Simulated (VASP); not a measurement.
A run of VASP 6.6.1 is set up as follows.

Contents of INCAR:

```
SYSTEM = W
PREC = Accurate
ENCUT = 520
EDIFF = 1E-6
ISMEAR = -1
SIGMA = 0.1
LREAL = .FALSE.
LASPH = .TRUE.
NELM = 60
ALGO = Normal
ISIF = 2
LWAVE = .FALSE.
LCHARG = .FALSE.
GGA = RP
NBANDS = 13
```

The input KPOINTS:

```
Automatic mesh
0
G
  15 15 15
  0 0 0
```

POSCAR

```
W
1.0
    0.0000000000      2.0803614633      2.0803614633
    2.0803614633      0.0000000000      2.0803614633
    2.0803614633      2.0803614633      0.0000000000
W
1
Direct
    0.0000000000      0.0000000000      0.0000000000
```

Potentials or basis: VASP PAW PBE potentials, release 64 (W_sv).

Launch:

```console
$ cat potpaw_PBE.64/W_sv/POTCAR > POTCAR
$ mpirun -np 1 vasp_std > vasp.out
```

(1) Predict the band gap on the k mesh.

(2) Predict the pressure.

Results:

(1) zero (bands 7 and 8 overlap by 2.82 eV).

(2) -17.9 GPa.

Caveat: the cell stands under tension; the PAW data sets were made with another functional, which shifts forces and pressure a little; spin-orbit coupling is left out, which moves the levels of the heavy elements.
